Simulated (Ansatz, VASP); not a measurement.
This is a calculation of CuO for Ansatz 0.2.0.

File input.yaml:

```yaml
crystal:
  lattice:
    - [2.3906349594, -1.7470044264, 0.0]
    - [2.3906349594, 1.7470044264, 0.0]
    - [-0.8774277226, 0.0, 5.1586693681]
  atoms:
    - { symbol: Cu, position: [0.0032, 0.4968, 0.0] }
    - { symbol: Cu, position: [0.4968, 0.0032, 0.5] }
    - { symbol: O, position: [0.5714, 0.4056, 0.2537] }
    - { symbol: O, position: [0.4056, 0.5714, 0.7537] }
hamiltonian:
  xc: lda
  pseudopotentials: { kind: paw }
kpoints:
  mp_grid: { grid: [10, 10, 5] }
scf:
  occupations: { method: fermi_dirac, width: 0.05 }
output:
  forces: true
  stress: true
  eigenvalues: true
```

Potentials or basis: Ansatz PAW.

The run is started by

```bash
$ ansatz run input.yaml --threads 2 --pin off --max-ram 5632MiB --backend cpu --events-out ev --progress --plain --runs-dir out
```

Task: Set up the same calculation for VASP 6.6.1. Potentials there: VASP PAW LDA potentials, release 64 (Cu, O).

Result: As run (the cutoff follows the program's own potentials):

The input INCAR:

```
SYSTEM = CuO
PREC = Accurate
ENCUT = 520
EDIFF = 1E-6
ISMEAR = -1
SIGMA = 0.05
LREAL = .False.
LASPH = .True.
NELM = 60
ALGO = Normal
ISIF = 2
LWAVE = .False.
LCHARG = .False.
NBANDS = 25
```

The input KPOINTS:

```
regular mesh
0
Gamma
  10 10 5
  0 0 0
```

The input POSCAR:

```
CuO
1.0
    2.3906349594     -1.7470044264      0.0000000000
    2.3906349594      1.7470044264      0.0000000000
   -0.8774277226      0.0000000000      5.1586693681
Cu O
2 2
Direct
    0.0032000000      0.4968000000      0.0000000000
    0.4968000000      0.0032000000      0.5000000000
    0.5714000000      0.4056000000      0.2537000000
    0.4056000000      0.5714000000      0.7537000000
```

Potentials or basis: VASP PAW LDA potentials, release 64 (Cu, O).

The run is started by

```bash
$ cat potpaw_LDA.64/Cu/POTCAR potpaw_LDA.64/O/POTCAR > POTCAR
$ mpirun -np 1 vasp_std > vasp.out
```

Both were run:

|  | VASP | Ansatz | Ansatz less VASP |
| --- | --- | --- | --- |
| gap on the k mesh at the Fermi level (eV) | none | none | - |
| pressure (GPa) | -17.0 | -17.7 | -0.62 |
| traceless stress, the component that is largest in VASP (GPa) | 5.17 | 5.51 | +0.339 |
| rms of the force components (eV/Å) | 0.389 | 0.390 | +0.0002 |

LDA's correlation is that of Perdew and Zunger in VASP and of Perdew and Wang (1992) in Ansatz. Atom by atom the forces differ by 0.021 eV/Å (rms over components). A gap of «none» marks a metal or a gap that the smearing closes. VASP's potentials hold 34 valence electrons a cell and Ansatz's 50, so a difference there can come from the potentials and not from the codes.
